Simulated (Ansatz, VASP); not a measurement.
Sc: VASP beside Ansatz

Contents of INCAR:

```
SYSTEM = Sc
PREC = Accurate
ENCUT = 520
EDIFF = 1E-6
ISMEAR = 0
SIGMA = 0.15
LREAL = .False.
LASPH = .True.
NELM = 80
ALGO = Fast
ISIF = 2
LWAVE = .False.
LCHARG = .True.
GGA = PS
LELF = .True.
LVHAR = .True.
NBANDS = 12
```

KPOINTS

```
regular mesh
0
Gamma
  18 18 18
  0 0 0
```

POSCAR

```
Sc
1.0
    0.0000000000      2.2705000000      2.1569750000
    2.2705000000      0.0000000000      2.1569750000
    2.2705000000      2.2705000000      0.0000000000
Sc
1
Direct
    0.0000000000      0.0000000000      0.0000000000
```

Input for Ansatz:

```yaml
crystal:
  lattice:
    - [0.0, 2.2705, 2.156975]
    - [2.2705, 0.0, 2.156975]
    - [2.2705, 2.2705, 0.0]
  atoms:
    - { symbol: Sc, position: [0.0, 0.0, 0.0] }
basis:
  ecutwfc: 420
kpoints:
  mp_grid: { grid: [18, 18, 18] }
hamiltonian:
  xc: pbesol
scf:
  occupations: { method: gaussian, width: 0.15 }
output:
  forces: true
  stress: true
  eigenvalues: true
```

Change from the starting cell: strain +0.000 along x and y, -0.050 along z, atoms carried along.

Alike in both runs: task single point; functional PBEsol; k mesh 18 × 18 × 18; occupations gaussian, width 0.15 eV; no spin polarisation.

```csv
,VASP,Ansatz
version,VASP 6.6.1,Ansatz 0.2.0
potentials or method,"VASP PAW PBE potentials, release 64 (Sc_sv), cutoff 520 eV","scalar-relativistic, plane waves, PAW"
valence electrons in the cell,11,11
```

```tsv
	VASP	Ansatz	Ansatz less VASP
gap on the k mesh at the Fermi level (eV)	none	none	-
pressure (GPa)	3.5	3.5	+0.02
traceless stress, the component that is largest in VASP (GPa)	0.96	0.95	-0.005
```

VASP's potentials were made for PBE, not for PBEsol. A gap of «none» marks a metal or a gap that the smearing closes.
